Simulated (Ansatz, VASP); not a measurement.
Two plane-wave programs on InP

INCAR

```
ALGO = Normal
EDIFF = 1E-6
ENCUT = 500
GGA = PE
GGA_COMPAT = False
ISIF = 2
ISMEAR = 0
LASPH = True
LCHARG = False
LREAL = False
LWAVE = False
NBANDS = 16
NELM = 120
PREC = Accurate
SIGMA = 0.01
```

Contents of KPOINTS:

```
k-points
0
Gamma
  10 10 10
```

Contents of POSCAR:

```
InP
1.0
    0.0000000000      2.9796918983      2.9796918983
    2.9796918983      0.0000000000      2.9796918983
    2.9796918983      2.9796918983      0.0000000000
In P
1 1
Direct
    0.0000000000      0.0000000000      0.0000000000
    0.2500000000      0.2500000000      0.2500000000
```

Input for Ansatz:

```yaml
crystal:
  lattice:
    - [0.0, 2.9796918983, 2.9796918983]
    - [2.9796918983, 0.0, 2.9796918983]
    - [2.9796918983, 2.9796918983, 0.0]
  atoms:
    - { symbol: In, position: [0.0, 0.0, 0.0] }
    - { symbol: P, position: [0.25, 0.25, 0.25] }
basis:
  ecutwfc: 420
kpoints:
  mp_grid: { grid: [10, 10, 10] }
  band_path:
    path:
      - [0.0, 0.0, 0.0]
      - [0.0, 0.0, 0.0]
      - [0.0, 0.0, 0.0]
      - [0.0, 0.0, 0.0]
      - [0.0, 0.0, 0.0]
      - [0.0, 0.0, 0.0]
      - [0.0, 0.0, 0.0]
      - [0.0, 0.0, 0.0]
      - [0.0, 0.0, 0.0]
      - [0.0, 0.0, 0.0]
      - [0.0, 0.0, 0.0]
      - [0.0, 0.0, 0.0]
      - [0.0, 0.0, 0.0]
      - [0.0, 0.0, 0.0]
      - [0.0, 0.0, 0.0]
      - [0.0, 0.0, 0.0]
      - [0.0, 0.0, 0.0]
      - [0.0, 0.0, 0.0]
      - [0.0, 0.0, 0.0]
      - [0.0, 0.0, 0.0]
      - [0.0, 0.0, 0.0]
      - [0.0, 0.0, 0.0]
      - [0.0, 0.0, 0.0]
      - [0.0, 0.0, 0.0]
      - [0.0, 0.0, 0.0]
      - [0.0, 0.0, 0.0]
      - [0.3, 0.3, 0.0]
      - [0.3166666667, 0.3166666667, 0.0]
      - [0.3333333333, 0.3333333333, 0.0]
      - [0.35, 0.35, 0.0]
      - [0.3666666667, 0.3666666667, 0.0]
      - [0.3833333333, 0.3833333333, 0.0]
      - [0.4, 0.4, 0.0]
      - [0.4166666667, 0.4166666667, 0.0]
      - [0.4333333333, 0.4333333333, 0.0]
      - [0.45, 0.45, 0.0]
      - [0.4666666667, 0.4666666667, 0.0]
      - [0.4833333333, 0.4833333333, 0.0]
      - [0.5, 0.5, 0.0]
      - [0.5, 0.5, 0.5]
      - [0.5, 0.5, 0.5]
      - [0.5, 0.5, 0.5]
      - [0.5, 0.5, 0.5]
      - [0.5, 0.5, 0.5]
      - [0.5, 0.5, 0.5]
      - [0.5, 0.5, 0.5]
      - [0.5, 0.5, 0.5]
      - [0.5, 0.5, 0.5]
      - [0.5, 0.5, 0.5]
      - [0.5, 0.5, 0.5]
      - [0.5, 0.5, 0.5]
      - [0.5, 0.5, 0.5]
    npoints: 1
hamiltonian:
  xc: pbe
  pseudopotentials: { kind: paw, azcp: { folder: soft_1 } }
scf:
  occupations: { method: fixed }
  n_extra_bands: 5
output:
  eigenvalues: true
```

Alike in both runs: task single point; functional PBE; k mesh 10 × 10 × 10; no spin polarisation.

|  | VASP | Ansatz |
| --- | --- | --- |
| version | VASP 6.6.1 | Ansatz 0.2.0 |
| potentials or method | VASP PAW PBE potentials, release 64 (In_d, P), cutoff 500 eV | scalar-relativistic, plane waves, PAW |
| occupations | gaussian, width 0.01 eV | fixed |
| valence electrons in the cell | 18 | 18 |

|  | VASP | Ansatz | Ansatz less VASP |
| --- | --- | --- | --- |
| gap on the k mesh at the Fermi level (eV) | 0.44 | 0.44 | +0.002 |
| least direct gap on the mesh (eV) | 0.44 | 0.44 | +0.002 |
